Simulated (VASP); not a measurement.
# ZrSi3 (Pm-3m) in VASP: further runs

ZrSi3 is run at these levels: PBE; tasks: single point, relaxation of cell and atoms.

Program: VASP 6.6.1. These are calculated values, not measurements. Logs are shortened: lines on timing, memory, paths and dates and some standing lists are left out, and cuts for length are marked.

## 1. The cell of the first run

It takes space group Pm-3m (No. 221, cubic). The conventional cell has a = 3.977 Å, b = 3.977 Å, c = 3.977 Å, α = 90.00°, β = 90.00°, γ = 90.00°. Within 3.7 Å of Zr (site symmetry m-3m) lie 12 Si at 2.81 Å. Si (site symmetry 4/mmm) has 4 Zr at 2.81 Å and 8 Si at 2.81 Å within 3.7 Å.

## 2. Single point, PBE

The input, INCAR:

```
ALGO = Normal ; EDIFF = 1E-6
ENCUT = 520 ; GGA = PE
ISIF = 2 ; ISMEAR = 0
LASPH = True ; LCHARG = False
LREAL = False ; LWAVE = False
NBANDS = 20 ; NELM = 100
PREC = Accurate ; SIGMA = 0.1
```

The input, KPOINTS:

```
k-points
0
Gamma
  4 4 4
```

The input, POSCAR:

```
ZrSi3
1.0
    3.9773218029      0.0000000000      0.0000000000
    0.0000000000      3.9773218029      0.0000000000
    0.0000000000      0.0000000000      3.9773218029
Zr Si
1 3
Direct
    0.0000000000      0.0000000000      0.0000000000
    0.0000000000      0.5000000000      0.5000000000
    0.5000000000      0.0000000000      0.5000000000
    0.5000000000      0.5000000000      0.0000000000
```

Potentials or basis: VASP PAW PBE potentials, release 64 (Zr_sv, Si).

Started as:

```
cat potpaw_PBE.64/Zr_sv/POTCAR potpaw_PBE.64/Si/POTCAR > POTCAR
mpirun -np 1 vasp_std > vasp.out
```

OUTCAR:

```text
EDIFF = 1E-6
   ENCUT = 520
   GGA = PE
   ISIF = 2
   ISMEAR = 0
   LASPH = True
   LREAL = False
   NELM = 100
   PREC = Accurate

 ion  position               nearest neighbor table
   1  0.000  0.000  0.000-   2 2.81   3 2.81   4 2.81   2 2.81   3 2.81   2 2.81   4 2.81   2 2.81
                             3 2.81   4 2.81   3 2.81   4 2.81
   2  0.000  0.500  0.500-   1 2.81   3 2.81   4 2.81   1 2.81   4 2.81   1 2.81   3 2.81   1 2.81
                             3 2.81   4 2.81   4 2.81   3 2.81
   3  0.500  0.000  0.500-   1 2.81   2 2.81   4 2.81   1 2.81   4 2.81   2 2.81   4 2.81   4 2.81
                             1 2.81   2 2.81   1 2.81   2 2.81
   4  0.500  0.500  0.000-   1 2.81   2 2.81   3 2.81   2 2.81   3 2.81   1 2.81   3 2.81   3 2.81
                             1 2.81   2 2.81   2 2.81   1 2.81

  LATTYP: Found a simple cubic cell.
 ALAT       =     3.9773218029

  Lattice vectors:

 A1 = (   3.9773218029,   0.0000000000,   0.0000000000)
 A2 = (   0.0000000000,   3.9773218029,   0.0000000000)
 A3 = (   0.0000000000,   0.0000000000,   3.9773218029)

Analysis of symmetry for initial positions (statically):
=====================================================================
 Subroutine PRICEL returns:
 Original cell was already a primitive cell.

 Routine SETGRP: Setting up the symmetry group for a
 simple cubic supercell.

 Subroutine GETGRP returns: Found 48 space group operations
 (whereof 48 operations were pure point group operations)
 out of a pool of 48 trial point group operations.

The static configuration has the point symmetry O_h .

Analysis of symmetry for dynamics (positions and initial velocities):
=====================================================================
 Subroutine PRICEL returns:
 Original cell was already a primitive cell.

 Routine SETGRP: Setting up the symmetry group for a
 simple cubic supercell.

 Subroutine GETGRP returns: Found 48 space group operations
 (whereof 48 operations were pure point group operations)
 out of a pool of 48 trial point group operations.

The dynamic configuration has the point symmetry O_h .

 Subroutine INISYM returns: Found 48 space group operations
 (whereof 48 operations are pure point group operations),
 and found     1 'primitive' translations

[... 77 lines left out ...]
   ISPIN  =      1    spin polarized calculation?
   LNONCOLLINEAR =      F non collinear calculations
   LSORBIT =      F    spin-orbit coupling
   LASPH  =      T    aspherical Exc in radial PAW
   ENCUT  =  520.0 eV  38.22 Ry    6.18 a.u.   7.40  7.40  7.40*2*pi/ulx,y,z
   NELM   =    100;   NELMIN=  2; NELMDL= -5     # of ELM steps
   EDIFF  = 0.1E-05   stopping-criterion for ELM
   LREAL  =      F    real-space projection
   EDIFFG = 0.1E-04   stopping-criterion for IOM
   NSW    =      0    number of steps for IOM
   IBRION =     -1    ionic relax: 0-MD 1-quasi-New 2-CG
   NFREE  =      0    steps in history (QN), initial steepest desc. (CG)
   ISIF   =      2    stress and relaxation
   ISYM   =      2    0-nonsym 1-usesym 2-fastsym
   POTIM  = 0.5000    time-step for ionic-motion
   TEBEG  =    0.0;   TEEND  =   0.0 temperature during run
   PSTRESS=    0.0 pullay stress
   NELECT =      24.0000    total number of electrons
   NUPDOWN=      -1.0000    fix difference up-down
   EMIN   =  10.00;   EMAX   =-10.00  energy-range for DOS
   EFERMI =   0.00;   METHOD = LEGACY
   ISMEAR =     0;   SIGMA  =   0.10  broadening in eV -4-tet -1-fermi 0-gaus
   EFERMI_NEDOS =   21; number of points for ismear=-14 and -15
   IALGO  =     38    algorithm
   IMIX   =      4    mixing-type and parameters
     AMIX     =   0.40;   BMIX     =  1.00
     AMIX_MAG =   1.60;   BMIX_MAG =  1.00
  volume/ion in A,a.u.               =      15.73       106.15
  Fermi-wavevector in a.u.,A,eV,Ry     =   1.187284  2.243641 19.179352  1.409643
  Thomas-Fermi vector in A             =   2.323438
   LORBIT       =      0    0 simple, 1 ext, 2 COOP (PROOUT), +10 PAW based schemes
   GGA     = PE    functional components
   LHFCALC =     F    Hartree Fock is set to
   AEXX    =    0.0000 exact exchange contribution
   IVDW    =     0    specifies the selected vdW correction
   LEPSILON=     F    determine dielectric tensor
   LRPA    =     F    only Hartree local field effects (RPA)
 non-spin polarized calculation
 Gauss-broadening in eV      SIGMA  =   0.10
  energy-cutoff  :      520.00
  volume of cell :       62.92
 maximum number of plane-waves:      1743
 NGX is ok and might be reduce to    30
   NGX = 15   NGY = 15   NGZ = 15

 number of electron      24.0000001 magnetization

 Free energy of the ion-electron system (eV)
  ---------------------------------------------------
  ext. energy  EPLUGINS =         0.00000000
  ---------------------------------------------------
  free energy    TOTEN  =       -25.39531881 eV

  energy without entropy =      -25.38065531  energy(sigma->0) =      -25.38798706

 E-fermi :  10.8615     XC(G=0): -11.4129

 val. band max:       10.8138201008   @ k =   0.2500   0.2500   0.2500
 cond. band min:      11.0500458739   @ k =   0.5000   0.0000   0.0000
 fundamental gap:      0.2362257730
 Fermi energy:        10.8614671782

 k-point     1 :       0.0000    0.0000    0.0000
  band No.  band energies     occupation
      1     -38.4412      2.00000
      2     -16.5557      2.00000
      3     -16.5557      2.00000
      4     -16.5557      2.00000
      5      -2.3017      2.00000
      6       4.8160      2.00000
[... 219 lines left out ...]
     19      17.7372      0.00000
     20      17.7373      0.00000

------------------------ aborting loop because EDIFF is reached ----------------------------------------

  FORCE on cell =-STRESS in cart. coord.  units (eV):
  Direction    XX          YY          ZZ          XY          YZ          ZX
  --------------------------------------------------------------------------------------
  -------------------------------------------------------------------------------------
  Total       -0.0557889     -0.0557889     -0.0557889     -0.0000000      0.0000000     -0.0000000
  in kB       -1.4206471     -1.4206471     -1.4206471     -0.0000000      0.0000000     -0.0000000
  external PRESSURE =      -1.4206471 kB  Pullay stress =       0.0000000 kB

 VOLUME and BASIS-vectors are now :
 -----------------------------------------------------------------------------
  energy-cutoff  :      520.00
  volume of cell :       62.92
      direct lattice vectors                 reciprocal lattice vectors
     3.977321803  0.000000000  0.000000000     0.251425469  0.000000000  0.000000000
     0.000000000  3.977321803  0.000000000     0.000000000  0.251425469  0.000000000
     0.000000000  0.000000000  3.977321803     0.000000000  0.000000000  0.251425469

 POSITION                                       TOTAL-FORCE (eV/Angst)
 -----------------------------------------------------------------------------------
      0.00000      0.00000      0.00000         0.000000      0.000000      0.000000
      0.00000      1.98866      1.98866         0.000000      0.000000      0.000000
      1.98866      0.00000      1.98866         0.000000      0.000000      0.000000
      1.98866      1.98866      0.00000         0.000000      0.000000      0.000000
 -----------------------------------------------------------------------------------
    total drift:                                0.000000     -0.000000      0.000000

  FREE ENERGIE OF THE ION-ELECTRON SYSTEM (eV)
  ---------------------------------------------------
  free  energy   TOTEN  =       -25.3953188077 eV

  energy  without entropy=      -25.3806553124  energy(sigma->0) =      -25.38798706
```

OSZICAR:

```text
N       E                     dE             d eps       ncg     rms          rms(c)
DAV:   1     0.119405770921E+03    0.11941E+03   -0.11794E+04   400   0.111E+03
DAV:   2    -0.191865483422E+02   -0.13859E+03   -0.13510E+03   464   0.252E+02
DAV:   3    -0.261950774490E+02   -0.70085E+01   -0.68017E+01   664   0.439E+01
DAV:   4    -0.263183377246E+02   -0.12326E+00   -0.12289E+00   508   0.533E+00
DAV:   5    -0.263215537445E+02   -0.32160E-02   -0.32159E-02   616   0.748E-01    0.173E+01
DAV:   6    -0.254610753968E+02    0.86048E+00   -0.23933E+00   464   0.915E+00    0.716E+00
DAV:   7    -0.254078513889E+02    0.53224E-01   -0.21030E-01   524   0.230E+00    0.310E+00
DAV:   8    -0.253954315058E+02    0.12420E-01   -0.32792E-02   512   0.102E+00    0.326E-01
DAV:   9    -0.253953080059E+02    0.12350E-03   -0.28509E-03   524   0.364E-01    0.136E-01
DAV:  10    -0.253953276808E+02   -0.19675E-04   -0.20876E-04   512   0.105E-01    0.456E-02
DAV:  11    -0.253953195671E+02    0.81137E-05   -0.13024E-05   452   0.256E-02    0.797E-03
DAV:  12    -0.253953188077E+02    0.75944E-06   -0.90811E-07   316   0.538E-03
   1 F= -.25395319E+02 E0= -.25387987E+02  d E =-.146635E-01
```

stdout:

```text
POSCAR found type information on POSCAR ZrSi
 POSCAR found :  2 types and       4 ions
 scaLAPACK will be used
 LDA part: xc-table for (Slater+PW92), standard interpolation
 POSCAR, INCAR and KPOINTS ok, starting setup
 FFT: planning ... GRIDC
 FFT: planning ... GRID_SOFT
 FFT: planning ... GRID
 WAVECAR not read
 entering main loop
```

It took 9.9 s on 1 thread of Intel Xeon Platinum 8375C at 2.90GHz (Ice Lake), shared host; peak memory 0.16 GiB.

Results:

* Free energy: -25.3953 eV
* Pressure: -0.1 GPa
* Band gap on the k mesh: zero (band 12 reaches 12.01 eV, above the bottom of band 13 at 9.92 eV)

Levels at points of the mesh, in eV from the Fermi level:
| k point | band 8 | band 9 | band 10 | band 11 | band 12 | band 13 | band 14 | band 15 | band 16 | band 17 |
| --- | --- | --- | --- | --- | --- | --- | --- | --- | --- | --- |
| (0.00, 0.00, 0.00) | -4.15 | -4.15 | -4.15 | -0.29 | -0.29 | -0.29 | 0.44 | 1.98 | 1.98 | 1.98 |
| (0.50, 0.00, 0.00) | -4.44 | -3.98 | -3.75 | -1.05 | -1.05 | -0.23 | 0.19 | 0.46 | 2.58 | 2.58 |
| (0.50, 0.50, 0.00) | -6.61 | -3.14 | -3.14 | -1.23 | -1.09 | 0.68 | 0.68 | 1.07 | 1.29 | 3.61 |
| (0.50, 0.50, 0.50) | -6.93 | -4.82 | -4.82 | -4.82 | 0.48 | 1.71 | 1.71 | 3.42 | 3.42 | 3.42 |

Caveat: the k points lie up to 0.39 Å⁻¹ apart.

## 3. Relaxation of cell and atoms, PBE

This run uses another cell than the first one, of 14.88 Å³/atom, 0.946 times its volume.

The input, INCAR:

```
PREC = Accurate
ENCUT = 600
EDIFF = 1E-7
ISMEAR = 0
SIGMA = 0.1
LREAL = F
LASPH = T
NELM = 60
ALGO = Normal
ISIF = 3
LWAVE = F
LCHARG = F
GGA = PE
IBRION = 2
NSW = 90
EDIFFG = -0.04
```

The input, KPOINTS:

```
regular mesh
0
Gamma
  4 4 4
```

The input, POSCAR:

```
ZrSi3
1.0
    3.9047519518      0.0000000000      0.0000000000
    0.0000000000      3.9047519518      0.0000000000
    0.0000000000      0.0000000000      3.9047519518
Zr Si
1 3
Direct
    0.0000000000      0.0000000000      0.0000000000
    0.0000000000      0.5000000000      0.5000000000
    0.5000000000      0.0000000000      0.5000000000
    0.5000000000      0.5000000000      0.0000000000
```

Potentials or basis: VASP PAW PBE potentials, release 64 (Zr_sv, Si).

Started as:

```
cat potpaw_PBE.64/Zr_sv/POTCAR potpaw_PBE.64/Si/POTCAR > POTCAR
mpirun -np 1 vasp_std > vasp.out
```

OUTCAR:

```text
PREC = Accurate
   ENCUT = 600
   EDIFF = 1E-7
   ISMEAR = 0
   LREAL = F
   LASPH = T
   NELM = 60
   ISIF = 3
   GGA = PE
   IBRION = 2
   NSW = 90
   EDIFFG = -0.04

 ion  position               nearest neighbor table
   1  0.000  0.000  0.000-   2 2.76   3 2.76   4 2.76   2 2.76   3 2.76   2 2.76   4 2.76   2 2.76
                             3 2.76   4 2.76   3 2.76   4 2.76
   2  0.000  0.500  0.500-   1 2.76   3 2.76   4 2.76   1 2.76   4 2.76   1 2.76   3 2.76   1 2.76
                             3 2.76   4 2.76   4 2.76   3 2.76
   3  0.500  0.000  0.500-   1 2.76   2 2.76   4 2.76   1 2.76   4 2.76   2 2.76   4 2.76   4 2.76
                             1 2.76   2 2.76   1 2.76   2 2.76
   4  0.500  0.500  0.000-   1 2.76   2 2.76   3 2.76   2 2.76   3 2.76   1 2.76   3 2.76   3 2.76
                             1 2.76   2 2.76   2 2.76   1 2.76

  LATTYP: Found a simple cubic cell.
 ALAT       =     3.9047519518
[... 179 lines left out ...]
  -------------------------------------------------------------------------------------
  Total        2.6714745      2.6714745      2.6714745     -0.0000000     -0.0000000     -0.0000000
  in kB       71.8921149     71.8921149     71.8921149     -0.0000000     -0.0000000     -0.0000000
  external PRESSURE =      71.8921149 kB  Pullay stress =       0.0000000 kB
[... 63 lines left out ...]
--------------------------------------- Ionic step        3  -------------------------------------------

 number of electron      24.0000002 magnetization

 Free energy of the ion-electron system (eV)
  ---------------------------------------------------
  ext. energy  EPLUGINS =         0.00000000
  ---------------------------------------------------
  free energy    TOTEN  =       -25.39501483 eV

  energy without entropy =      -25.38036551  energy(sigma->0) =      -25.38769017

 E-fermi :  10.8751     XC(G=0): -11.4173

 val. band max:       10.8277578702   @ k =   0.2500   0.2500   0.2500
 cond. band min:      11.0632399510   @ k =   0.5000   0.0000   0.0000
 fundamental gap:      0.2354820808
 Fermi energy:        10.8750937570

 k-point     1 :       0.0000    0.0000    0.0000
  band No.  band energies     occupation
      1     -38.4246      2.00000
      2     -16.5401      2.00000
      3     -16.5401      2.00000
      4     -16.5401      2.00000
      5      -2.2960      2.00000
      6       4.8268      2.00000
[... 210 lines left out ...]
  FREE ENERGIE OF THE ION-ELECTRON SYSTEM (eV)
  ---------------------------------------------------
  free  energy   TOTEN  =       -25.3950148308 eV

  energy  without entropy=      -25.3803655144  energy(sigma->0) =      -25.38769017

 reached required accuracy - stopping structural energy minimisation
```

CONTCAR:

```text
ZrSi3
   1.00000000000000
     3.9759648774119718   -0.0000000000000000   -0.0000000000000000
    -0.0000000000000000    3.9759648774119718    0.0000000000000000
    -0.0000000000000000   -0.0000000000000000    3.9759648774119718
  Zr              Si
     1     3
Direct
     0.0000000000000000    0.0000000000000000    0.0000000000000000
     0.0000000000000000    0.5000000000000000    0.5000000000000000
     0.5000000000000000    0.0000000000000000    0.5000000000000000
     0.5000000000000000    0.5000000000000000    0.0000000000000000

  0.00000000E+00  0.00000000E+00  0.00000000E+00
  0.00000000E+00  0.00000000E+00  0.00000000E+00
  0.00000000E+00  0.00000000E+00  0.00000000E+00
  0.00000000E+00  0.00000000E+00  0.00000000E+00
```

It took 22 s on 1 thread of Intel Xeon Platinum 8375C at 2.90GHz (Ice Lake), shared host; peak memory 0.18 GiB.

What came out:

```yaml
Free_energy: -25.3950 eV
Relaxed_volume: 15.71 Å³/atom
Relaxed_cell: a = 3.976 Å, b = 3.976 Å, c = 3.976 Å, α = 90.00°, β = 90.00°, γ = 90.00°
Space_group_after_relaxing_to_0.05_Å: Pm-3m (No. 221)
Energy_gained_by_relaxing: 17.6 meV/atom
Ionic_steps: 3
Pressure_after_relaxing: 0.0 GPa
Band_gap_on_the_k_mesh: zero (band 12 reaches 12.03 eV, above the bottom of band 13 at 9.94 eV)
```

The path:
```csv
step,energy change (eV),largest force (eV/Å),pressure (GPa),volume (Å³)
1,0.0000,0.0000,7.19,59.54
2,-0.0328,0.0000,-4.42,65.48
3,-0.0706,0.0000,-0.02,62.85
```

Final structure:
```xyz
4
Lattice="3.9760 0.0000 0.0000 0.0000 3.9760 0.0000 0.0000 0.0000 3.9760" Properties=species:S:1:pos:R:3 pbc="T T T"
Zr    0.0000    0.0000    0.0000
Si    0.0000    1.9880    1.9880
Si    1.9880    0.0000    1.9880
Si    1.9880    1.9880    0.0000
```

Levels at points of the mesh, in eV from the Fermi level:
```
           k point  band 8  band 9  band 10  band 11  band 12  band 13  band 14  band 15  band 16
(0.00, 0.00, 0.00)   -4.16   -4.16    -4.16    -0.29    -0.29    -0.29     0.44     1.99     1.99
(0.50, 0.00, 0.00)   -4.44   -3.99    -3.74    -1.06    -1.06    -0.23     0.19     0.46     2.58
(0.50, 0.50, 0.00)   -6.62   -3.14    -3.14    -1.23    -1.09     0.69     0.69     1.07     1.29
(0.50, 0.50, 0.50)   -6.94   -4.82    -4.82    -4.82     0.48     1.71     1.71     3.42     3.42
```

Caveat: the k points lie up to 0.40 Å⁻¹ apart in the final cell.
